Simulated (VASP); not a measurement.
Crystal: MgS.

```
Mg S
1.0
     0.00000    2.83088    2.93534
     2.83088    0.00000    2.93534
     2.83088    2.83088    0.00000
Mg S
1 1
Direct
  0.00000 0.00000 0.00000
  0.25000 0.25000 0.25000
```

This cell differs from its parent crystal: uniaxial z strain +3.7%.

Program: VASP 6.6.1. Alike in all runs: task single point; potentials or basis VASP PAW PBE potentials, release 64 (Mg, S); no spin polarisation; cell as given; cutoff (eV) 520. Hardware: 1 thread of Intel(R) Xeon(R) Platinum 8375C CPU @ 2.90GHz (Ice Lake) (shared host).

Question: Order these runs on this cell by their wall time, lowest first.
A. level HSE06; k mesh 6 × 6 × 6; smearing gaussian 0.01 eV; grid for exact exchange (PRECFOCK) Normal; screening parameter 0.2079 1/Å
B. level PBE; k mesh 8 × 8 × 8; smearing fermi-dirac 0.02 eV
C. level r2SCAN; k mesh 8 × 8 × 8; smearing gaussian 0.01 eV

Answer: B (25 s), C (110 s), A (1100 s).
